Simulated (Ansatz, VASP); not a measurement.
## GaSb3: VASP beside Ansatz

```
CELL_PARAMETERS angstrom
0.00000 3.58577 3.58577
3.58577 0.00000 3.58577
3.58577 3.58577 0.00000
ATOMIC_POSITIONS crystal
Ga 0.06358 0.93642 0.93642
Sb 0.25559 0.24441 0.24441
Sb 0.72129 0.77871 0.77871
Sb 0.48671 0.51329 0.51329
```

Change from the starting cell: mode 4 frozen in at -0.123 Å and mode 7 at -0.456 Å (largest displacements).

Alike in both runs: task single point; functional PBEsol; dispersion D3(BJ); k mesh 10 × 10 × 10; occupations gaussian, width 0.15 eV; no spin polarisation.

```csv
,VASP,Ansatz
version,VASP 6.6.1,Ansatz 0.2.0
potentials or method,"VASP PAW PBE potentials, release 64 (Ga_d, Sb), cutoff 520 eV","scalar-relativistic, plane waves, PAW"
valence electrons in the cell,28,58
```

Ansatz gave:

```
gap on the k mesh at the Fermi level (eV)                     : none
pressure (GPa)                                                : 3.3
traceless stress, the component that is largest in VASP (GPa) : -0.68
rms of the force components (eV/Å)                            : 0.457
```

Task: Which values does VASP return?

Result: gap on the k mesh at the Fermi level (eV): none; pressure (GPa): 3.4; traceless stress, the component that is largest in VASP (GPa): -0.69; rms of the force components (eV/Å): 0.463.

VASP's potentials were made for PBE, not for PBEsol, and Ansatz warns of the same on its side. Atom by atom the forces differ by 0.006 eV/Å (rms over components). A gap of «none» marks a metal or a gap that the smearing closes. VASP's potentials hold 28 valence electrons a cell and Ansatz's 58, so a difference there can come from the potentials and not from the codes.

Spin-orbit coupling is off throughout.
